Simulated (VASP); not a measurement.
# Al5Si3C3N5 (P1) in VASP: further runs

The runs below take Al5Si3C3N5 through single point, with PBEsol, PBEsol+D3(BJ).

Program: VASP 6.6.1. These are calculated values, not measurements. Logs are shortened: lines on timing, memory, paths and dates and some standing lists are left out, and cuts for length are marked.

**1. The cell of the first run**

The typed cell holds 32 atoms: a = 6.199 Å, b = 5.368 Å, c = 10.016 Å, α = 90.00°, β = 90.00°, γ = 90.00°.

**2. Single point, PBEsol**

INCAR

```
  PREC = Accurate
  ENCUT = 520
  EDIFF = 1E-6
  ISMEAR = -1
  SIGMA = 0.05
  LREAL = Auto
  LASPH = T
  NELM = 60
  ALGO = Normal
  ISIF = 2
  LWAVE = F
  LCHARG = F
  GGA = PS
  NBANDS = 86
```

KPOINTS

```
Automatic mesh
0
Gamma
  2 2 2
  0.5 0.5 0.5
```

POSCAR

```
Al5Si3C3N5
1.0
    6.1989050000      0.0000000000      0.0000000000
    0.0000000000      5.3684090000      0.0000000000
    0.0000000000      0.0000000000     10.0157290000
Si Al N C
6 10 10 6
Direct
    0.2810430000      0.1624060000      0.2584490000
    0.5135030000      0.6778920000      0.7362430000
    0.0131110000      0.3190760000      0.4881860000
    0.0032800000      0.3252320000      0.9846930000
    0.4992050000      0.3584120000      0.4696650000
    0.2306240000      0.8185590000      0.4943550000
    0.2428330000      0.1701700000      0.7401410000
    0.0101210000      0.6752780000      0.2510580000
    0.0076190000      0.6586120000      0.7451790000
    0.7646430000      0.1768190000      0.2499060000
    0.7571880000      0.1914170000      0.7252770000
    0.4810920000      0.6717960000      0.2616690000
    0.4942150000      0.3260310000      0.0045500000
    0.2374730000      0.8082380000      0.9832930000
    0.7588140000      0.8411110000      0.4969140000
    0.7678510000      0.8408650000      0.9971410000
    0.9804740000      0.3452980000      0.1932470000
    0.4815070000      0.3259400000      0.1908200000
    0.4974380000      0.3338440000      0.6876860000
    0.2715190000      0.8623440000      0.6744940000
    0.7704220000      0.8493800000      0.1824930000
    0.2300610000      0.1981050000      0.4502240000
    0.2207640000      0.1622550000      0.9565120000
    0.9711670000      0.6890780000      0.9493800000
    0.7376810000      0.1751810000      0.9345810000
    0.5026860000      0.6792010000      0.9356500000
    0.9869430000      0.3295280000      0.6898890000
    0.2497770000      0.8635730000      0.1919420000
    0.7727750000      0.8324940000      0.6708040000
    0.9929640000      0.6581020000      0.4322450000
    0.7645100000      0.1568790000      0.4390720000
    0.5137660000      0.6642350000      0.4306340000
```

Potentials or basis: VASP PAW PBE potentials, release 64 (Si, Al, N, C).

The run is started by

```sh
$ cat potpaw_PBE.64/Si/POTCAR potpaw_PBE.64/Al/POTCAR potpaw_PBE.64/N/POTCAR potpaw_PBE.64/C/POTCAR > POTCAR
$ mpirun -np 1 vasp_std > vasp.out
```

OUTCAR:

```text
PREC = Accurate
   ENCUT = 520
   EDIFF = 1E-6
   ISMEAR = -1
   LREAL = Auto
   LASPH = T
   NELM = 60
   ISIF = 2
   GGA = PS

 ion  position               nearest neighbor table
   1  0.281  0.162  0.258-  18 1.67  28 1.75  22 1.96  17 2.20   5 2.72  12 2.91   3 2.96  13 3.00
                            10 3.00  12 3.00   6 3.01   8 3.11  10 3.20   8 3.23
   2  0.514  0.678  0.736-  20 1.90  19 1.91  29 1.92  26 2.00  15 2.97  11 3.02   9 3.07   6 3.08
                            14 3.09   7 3.13   9 3.14  11 3.15  16 3.17   7 3.20
   3  0.013  0.319  0.488-  22 1.54  31 1.84  30 1.91  27 2.03  11 2.94  10 2.94   1 2.96   6 3.00
                             7 3.01   6 3.01  15 3.01   5 3.03   8 3.05   9 3.15  15 3.22
   4  0.003  0.325  0.985-  23 1.63  25 1.90  24 1.99  17 2.10  14 2.97   7 2.98  16 2.98   9 2.99
                            13 3.05  11 3.10  16 3.13  14 3.13  10 3.14  13 3.16
   5  0.499  0.358  0.470-  32 1.69  22 1.89  31 1.99  19 2.19  12 2.68   1 2.72  10 2.92   6 2.99
                             3 3.03  15 3.06  11 3.15  15 3.22
   6  0.231  0.819  0.494-  30 1.82  20 1.84  32 2.04  22 2.08   8 2.90  12 2.91  15 2.93   5 2.99
                             9 2.99   3 3.00   3 3.01   1 3.01   2 3.08   7 3.10
   7  0.243  0.170  0.740-  20 1.79  27 1.87  19 1.88  23 2.17   4 2.98   9 3.00   3 3.01  11 3.02
                             6 3.10   9 3.11  14 3.12   2 3.13  13 3.18  11 3.19   2 3.20
   8  0.010  0.675  0.251-  30 1.82  17 1.87  21 1.88  28 1.89   6 2.90  12 2.92  15 3.05   3 3.05
                            10 3.08  16 3.08  10 3.09   1 3.11  14 3.11   1 3.23  12 3.28
   9  0.008  0.659  0.745-  27 1.86  29 1.88  24 2.06  20 2.09  14 2.89  11 2.96   4 2.99   6 2.99
                             7 3.00   2 3.07  15 3.09  16 3.09   7 3.11   2 3.14   3 3.15  11 3.26
  10  0.765  0.177  0.250-  17 1.71  21 1.88  31 1.90  18 2.02   5 2.92   3 2.94   1 3.00  15 3.06
                             8 3.08  13 3.08   8 3.09  16 3.11   4 3.14  12 3.19   1 3.20  12 3.23
  11  0.757  0.191  0.725-  27 1.64  19 1.82  29 2.00  25 2.10   3 2.94   9 2.96  15 2.96   7 3.02
                             2 3.02   4 3.10   2 3.15   5 3.15   7 3.19   9 3.26  16 3.31  13 3.32
  12  0.481  0.672  0.262-  32 1.70  28 1.90  18 1.99  21 2.18   5 2.68   6 2.91   1 2.91   8 2.92
                             1 3.00  15 3.06  13 3.18  10 3.19  10 3.23  14 3.25   8 3.28  16 3.32
  13  0.494  0.326  0.005-  25 1.85  18 1.87  23 1.97  26 2.02   1 3.00  14 3.05   4 3.05  10 3.08
                            16 3.11   4 3.16  12 3.18   7 3.18  14 3.21  16 3.24  11 3.32
  14  0.237  0.808  0.983-  24 1.80  26 1.85  23 1.92  28 2.11   9 2.89  16 2.92   4 2.97  13 3.05
[... 7 lines left out ...]
  19  0.497  0.334  0.688-  11 1.82   7 1.88   2 1.91   5 2.19
  20  0.272  0.862  0.674-   7 1.79   6 1.84   2 1.90   9 2.09
  21  0.770  0.849  0.182-  16 1.86  10 1.88   8 1.88  12 2.18
  22  0.230  0.198  0.450-   3 1.54   5 1.89   1 1.96   6 2.08
[... 8 lines left out ...]
  31  0.765  0.157  0.439-  15 1.79   3 1.84  10 1.90   5 1.99
  32  0.514  0.664  0.431-   5 1.69  12 1.70  15 1.91   6 2.04

  LATTYP: Found a simple orthorhombic cell.
 ALAT       =     5.3684090000
 B/A-ratio  =     1.1547005826
 C/A-ratio  =     1.8656791984

  Lattice vectors:

 A1 = (   0.0000000000,  -5.3684090000,   0.0000000000)
 A2 = (   6.1989050000,   0.0000000000,   0.0000000000)
[... 185 lines left out ...]
   IMIX   =      4    mixing-type and parameters
     AMIX     =   0.40;   BMIX     =  1.00
     AMIX_MAG =   1.60;   BMIX_MAG =  1.00
  volume/ion in A,a.u.               =      10.42        70.29
  Fermi-wavevector in a.u.,A,eV,Ry     =   1.189955  2.248688 19.265744  1.415992
  Thomas-Fermi vector in A             =   2.326050
   LORBIT       =      0    0 simple, 1 ext, 2 COOP (PROOUT), +10 PAW based schemes
   GGA     = PS    functional components
   LHFCALC =     F    Hartree Fock is set to
   AEXX    =    0.0000 exact exchange contribution
   IVDW    =     0    specifies the selected vdW correction
   LEPSILON=     F    determine dielectric tensor
   LRPA    =     F    only Hartree local field effects (RPA)
 non-spin polarized calculation
  energy-cutoff  :      520.00
  volume of cell :      333.31
 maximum number of plane-waves:      8993
 NGX is ok and might be reduce to    48
   NGX = 23   NGY = 19   NGZ = 37

 number of electron     128.0000000 magnetization

 Free energy of the ion-electron system (eV)
  ---------------------------------------------------
  ext. energy  EPLUGINS =         0.00000000
  ---------------------------------------------------
  free energy    TOTEN  =      -233.47790105 eV

  energy without entropy =     -233.47790105  energy(sigma->0) =     -233.47790105

 E-fermi :   8.9289     XC(G=0): -11.2582

 val. band max:        7.7829173503   @ k =   0.2500   0.2500   0.2500
 cond. band min:      10.1714910468   @ k =   0.2500   0.2500   0.2500
 fundamental gap:      2.3885736964
 Fermi energy:         8.9289349657

 k-point     1 :       0.2500    0.2500    0.2500
  band No.  band energies     occupation
      1     -10.4554      2.00000
      2      -9.1202      2.00000
      3      -8.5492      2.00000
      4      -8.3349      2.00000
      5      -7.9925      2.00000
      6      -7.4044      2.00000
[... 305 lines left out ...]
     75      12.3480      0.00000
     76      12.5258      0.00000
 [bands above 76 left out]

------------------------ aborting loop because EDIFF is reached ----------------------------------------

  FORCE on cell =-STRESS in cart. coord.  units (eV):
  Direction    XX          YY          ZZ          XY          YZ          ZX
  --------------------------------------------------------------------------------------
  -------------------------------------------------------------------------------------
  Total       31.4361901     22.0247484     17.8830072     -4.9552774     -1.8868720     -5.9104163
  in kB      151.1114409    105.8713366     85.9622933    -23.8196521     -9.0700542    -28.4109340
  external PRESSURE =     114.3150236 kB  Pullay stress =       0.0000000 kB

 VOLUME and BASIS-vectors are now :
 -----------------------------------------------------------------------------
  energy-cutoff  :      520.00
  volume of cell :      333.31
      direct lattice vectors                 reciprocal lattice vectors
     6.198905000  0.000000000  0.000000000     0.161318814  0.000000000  0.000000000
     0.000000000  5.368409000  0.000000000     0.000000000  0.186274928  0.000000000
     0.000000000  0.000000000 10.015729000     0.000000000  0.000000000  0.099842957

 POSITION                                       TOTAL-FORCE (eV/Angst)
 -----------------------------------------------------------------------------------
      1.74216      0.87186      2.58856        -4.318702     -0.978281     -1.830749
      3.18316      3.63920      7.37401         1.881608     -0.077955     -0.315603
      0.08127      1.71293      4.88954        -8.940594      6.163796      4.592571
      0.02033      1.74598      9.86242        -5.032358      1.938565      2.631058
      3.09452      1.92410      4.70404         2.469901     -3.104426      4.372427
      1.42962      4.39436      4.95133         1.788746     -0.793874     -0.160008
[... 24 lines left out ...]
      4.73912      0.84219      4.39763        -2.139647      4.331275     -0.711283
      3.18479      3.56589      4.31311        -3.187952      1.903930      5.129965
 -----------------------------------------------------------------------------------
    total drift:                               -0.007168      0.018702     -0.023429

  FREE ENERGIE OF THE ION-ELECTRON SYSTEM (eV)
  ---------------------------------------------------
  free  energy   TOTEN  =      -233.4779010454 eV

  energy  without entropy=     -233.4779010452  energy(sigma->0) =     -233.47790105
```

Wall time 7.5 min (1 thread of Intel Xeon 8259CL, shared host); peak memory 0.41 GiB.

What came out:

```yaml
Free_energy: -233.4779 eV
Pressure: 11.4 GPa
Largest_force: 12.345 eV/Å
Band_gap_on_the_k_mesh: 2.39 eV
```

Forces in eV/Å, atoms in the order of the input:
```
Si  -4.319 -0.978 -1.831
Si   1.882 -0.078 -0.316
Si  -8.941  6.164  4.593
Si  -5.032  1.939  2.631
Si   2.470 -3.104  4.372
Si   1.789 -0.794 -0.160
Al   0.267  1.657  0.945
Al  -1.430  0.669 -2.236
Al  -0.629  1.255 -0.384
Al  -2.232 -2.830 -0.443
Al  -5.324 -4.919  2.255
Al   1.820  1.329 -6.666
Al  -0.266  0.654 -0.813
Al   1.282  2.164  3.412
Al  -0.715 -2.099 -1.846
Al  -7.958  4.288  3.137
N    4.729  0.976 -3.449
N    1.609  1.742  0.542
N   -1.553  2.849 -0.819
N    0.366 -3.737  0.538
N   -1.855 -0.640  0.210
N    9.059 -5.158 -4.108
N    2.861 -0.062 -2.855
N    8.292 -7.981 -4.467
N    2.325  0.955  0.397
N   -0.787 -1.301 -2.112
C    7.402  2.668 -2.962
C    0.659 -0.538 -0.786
C   -3.294 -0.069  6.296
C    2.853 -1.254  2.505
C   -2.140  4.331 -0.711
C   -3.188  1.904  5.130
```

Caveat: the k points lie up to 0.59 Å⁻¹ apart; the PAW data sets were made with another functional, which shifts forces and pressure a little; a shifted mesh leaves out Γ, where band edges can lie. A k mesh can miss the band edges.

**3. Single point, PBEsol+D3(BJ)**

INCAR

```
ALGO = Normal ; EDIFF = 1E-6
ENCUT = 520 ; GGA = PS
ISIF = 2 ; ISMEAR = -1
IVDW = 12 ; LASPH = True
LCHARG = False ; LREAL = Auto
LWAVE = False ; NBANDS = 86
NELM = 60 ; PREC = Accurate
SIGMA = 0.05
```

KPOINTS is that of step 2.

POSCAR is that of step 2.

Potentials or basis: VASP PAW PBE potentials, release 64 (Si, Al, N, C).

The run is started by

```sh
$ cat potpaw_PBE.64/Si/POTCAR potpaw_PBE.64/Al/POTCAR potpaw_PBE.64/N/POTCAR potpaw_PBE.64/C/POTCAR > POTCAR
$ mpirun -np 1 vasp_std > vasp.out
```

OUTCAR:

```text
EDIFF = 1E-6
   ENCUT = 520
   GGA = PS
   ISIF = 2
   ISMEAR = -1
   IVDW = 12
   LASPH = True
   LREAL = Auto
   NELM = 60
   PREC = Accurate
 IVDW          = 12

 ion  position               nearest neighbor table
   1  0.281  0.162  0.258-  18 1.67  28 1.75  22 1.96  17 2.20   5 2.72  12 2.91   3 2.96  13 3.00
                            10 3.00  12 3.00   6 3.01   8 3.11  10 3.20   8 3.23
   2  0.514  0.678  0.736-  20 1.90  19 1.91  29 1.92  26 2.00  15 2.97  11 3.02   9 3.07   6 3.08
                            14 3.09   7 3.13   9 3.14  11 3.15  16 3.17   7 3.20
   3  0.013  0.319  0.488-  22 1.54  31 1.84  30 1.91  27 2.03  11 2.94  10 2.94   1 2.96   6 3.00
[... 603 lines left out ...]
  in kB     115.00945    69.77454    49.76406   -23.82764    -9.05806   -28.42447
  external pressure =       78.18 kB  Pullay stress =        0.00 kB

 VOLUME and BASIS-vectors are now :
 -----------------------------------------------------------------------------
  energy-cutoff  :      520.00
  volume of cell :      333.31
      direct lattice vectors                 reciprocal lattice vectors
     6.198905000  0.000000000  0.000000000     0.161318814  0.000000000  0.000000000
     0.000000000  5.368409000  0.000000000     0.000000000  0.186274928  0.000000000
     0.000000000  0.000000000 10.015729000     0.000000000  0.000000000  0.099842957

 POSITION                                       TOTAL-FORCE (eV/Angst)
 -----------------------------------------------------------------------------------
      1.74216      0.87186      2.58856        -4.317141     -0.978820     -1.827071
      3.18316      3.63920      7.37401         1.879778     -0.077166     -0.319865
      0.08127      1.71293      4.88954        -8.941356      6.162964      4.590100
      0.02033      1.74598      9.86242        -5.032597      1.939664      2.631707
      3.09452      1.92410      4.70404         2.469991     -3.103407      4.371155
      1.42962      4.39436      4.95133         1.787523     -0.793233     -0.160912
[... 24 lines left out ...]
      4.73912      0.84219      4.39763        -2.139380      4.330490     -0.712302
      3.18479      3.56589      4.31311        -3.186614      1.903233      5.129133
 -----------------------------------------------------------------------------------
    total drift:                               -0.007168      0.018702     -0.023429

  FREE ENERGIE OF THE ION-ELECTRON SYSTEM (eV)
  ---------------------------------------------------
  free  energy   TOTEN  =      -240.8882934559 eV

  energy  without entropy=     -240.8882934557  energy(sigma->0) =     -240.88829346
```

OSZICAR:

```text
N       E                     dE             d eps       ncg     rms          rms(c)
DAV:   1     0.482933226133E+03    0.48293E+03   -0.59027E+04   688   0.135E+03
DAV:   2    -0.222785109692E+03   -0.70572E+03   -0.67112E+03   872   0.259E+02
DAV:   3    -0.273479891977E+03   -0.50695E+02   -0.50245E+02   832   0.716E+01
DAV:   4    -0.274364329567E+03   -0.88444E+00   -0.88062E+00   832   0.103E+01
DAV:   5    -0.274385197581E+03   -0.20868E-01   -0.20829E-01   832   0.153E+00    0.361E+01
DAV:   6    -0.234124395942E+03    0.40261E+02   -0.13495E+02   794   0.324E+01    0.152E+01
DAV:   7    -0.233883762692E+03    0.24063E+00   -0.13419E+01   872   0.116E+01    0.800E+00
DAV:   8    -0.233567958445E+03    0.31580E+00   -0.11785E+00   832   0.402E+00    0.389E+00
DAV:   9    -0.233482990272E+03    0.84968E-01   -0.38195E-01   832   0.226E+00    0.869E-01
DAV:  10    -0.233477086480E+03    0.59038E-02   -0.59285E-02   832   0.984E-01    0.493E-01
DAV:  11    -0.233477904044E+03   -0.81756E-03   -0.17466E-02   808   0.489E-01    0.243E-01
DAV:  12    -0.233477816997E+03    0.87047E-04   -0.10868E-03   856   0.174E-01    0.123E-01
DAV:  13    -0.233477912073E+03   -0.95076E-04   -0.76883E-04   848   0.104E-01    0.373E-02
DAV:  14    -0.233477899074E+03    0.12999E-04   -0.13453E-04   896   0.550E-02    0.183E-02
DAV:  15    -0.233477901838E+03   -0.27642E-05   -0.46045E-05   808   0.245E-02    0.124E-02
DAV:  16    -0.233477901045E+03    0.79267E-06   -0.57497E-06   824   0.969E-03
   1 F= -.24088829E+03 E0= -.24088829E+03  d E =-.142103E-09
```

Wall time 7.1 min (1 thread of Intel Xeon 8259CL, shared host); peak memory 0.41 GiB.

Results:

```yaml
Free_energy: -240.8883 eV
Pressure: 7.8 GPa
Largest_force: 12.345 eV/Å
Band_gap_on_the_k_mesh: 2.39 eV
Dispersion_energy_per_atom: -0.232 eV
```

Forces in eV/Å, atoms in the order of the input:
```
Si  -4.317 -0.979 -1.827
Si   1.880 -0.077 -0.320
Si  -8.941  6.163  4.590
Si  -5.033  1.940  2.632
Si   2.470 -3.103  4.371
Si   1.788 -0.793 -0.161
Al   0.269  1.656  0.942
Al  -1.432  0.670 -2.233
Al  -0.628  1.254 -0.388
Al  -2.235 -2.831 -0.440
Al  -5.325 -4.919  2.250
Al   1.821  1.328 -6.663
Al  -0.266  0.654 -0.812
Al   1.284  2.163  3.412
Al  -0.715 -2.098 -1.848
Al  -7.959  4.289  3.141
N    4.728  0.977 -3.446
N    1.609  1.742  0.544
N   -1.554  2.848 -0.821
N    0.366 -3.736  0.537
N   -1.855 -0.640  0.212
N    9.059 -5.159 -4.107
N    2.862 -0.062 -2.855
N    8.292 -7.981 -4.466
N    2.324  0.955  0.398
N   -0.788 -1.301 -2.112
C    7.402  2.668 -2.962
C    0.659 -0.538 -0.783
C   -3.294 -0.069  6.294
C    2.853 -1.254  2.504
C   -2.139  4.330 -0.712
C   -3.187  1.903  5.129
```

Caveat: the k points lie up to 0.59 Å⁻¹ apart; three body term missing; the PAW data sets were made with another functional, which shifts forces and pressure a little; a shifted mesh leaves out Γ, where band edges can lie. A k mesh can miss the band edges.
